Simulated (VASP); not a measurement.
# TaSi: relaxation of cell and atoms with PBEsol

The system is TaSi.

```
Ta Si
1.0
     3.12175    0.00000    0.00000
     0.00000    3.12175    0.00000
     0.00000    0.00000    3.12175
Ta Si
1 1
Cartesian
  1.5609 1.5609 1.5609
  0.0000 0.0000 0.0000
```

* Program: VASP 6.6.1
* Task: relaxation of cell and atoms
* Functional: PBEsol
* Potentials or basis: VASP PAW PBE potentials, release 64 (Ta_pv, Si)
* Cutoff: 600 eV
* k mesh: 14 × 14 × 14
* Occupations: gaussian, width 0.1 eV
* Spin: no spin polarisation
* Dipole correction: no
* Further INCAR settings: ALGO = Normal; EDIFF = 1e-06; IBRION = 2; EDIFFG = -0.01; NSW = 80; ISIF = 3

```json
{
 "Relaxed volume": "15.28 Å³/atom",
 "Relaxed cell": "a = 3.126 Å, b = 3.126 Å, c = 3.126 Å, α = 90.00°, β = 90.00°, γ = 90.00°",
 "Space group after relaxing (to 0.05 Å)": "Pm-3m (No. 221)",
 "Energy gained by relaxing": "0.2 meV/atom",
 "Ionic steps": "3",
 "Pressure after relaxing": "0.0 GPa"
}
```

Step by step:
| step | energy change (eV) | largest force (eV/Å) | pressure (GPa) | volume (Å³) |
| --- | --- | --- | --- | --- |
| 1 | 0.0000 | 0.0000 | 0.85 | 30.42 |
| 2 | 0.0007 | 0.0000 | -1.42 | 30.78 |
| 3 | -0.0003 | 0.0000 | 0.00 | 30.55 |

Final structure:
```
CELL_PARAMETERS angstrom
3.12616 0.00000 0.00000
0.00000 3.12616 0.00000
0.00000 0.00000 3.12616
ATOMIC_POSITIONS crystal
Ta 0.50000 0.50000 0.50000
Si 0.00000 0.00000 0.00000
```

Levels at points of the mesh, in eV from the Fermi level:
| k point | band 5 | band 6 | band 7 | band 8 | band 9 | band 10 |
| --- | --- | --- | --- | --- | --- | --- |
| (0.00, 0.00, 0.00) | -2.86 | -2.86 | 2.40 | 2.40 | 2.40 | 2.87 |
| (0.50, 0.00, 0.00) | -7.37 | -1.56 | -1.07 | -1.07 | 3.48 | 5.03 |
| (0.50, 0.50, 0.00) | -3.25 | -3.25 | -2.98 | 0.51 | 0.51 | 4.86 |
| (0.50, 0.50, 0.50) | -5.41 | -5.41 | -3.83 | 3.42 | 3.42 | 3.42 |

Run time: 85 s on 1 thread of Intel(R) Xeon(R) Platinum 8488C (Sapphire Rapids) (shared host), peak memory 0.2 GiB.

Caveat: the PAW data sets were made with another functional, which shifts forces and pressure a little; spin-orbit coupling is left out, which moves the levels of the heavy elements. Zero-point motion and thermal expansion aren't in these numbers.
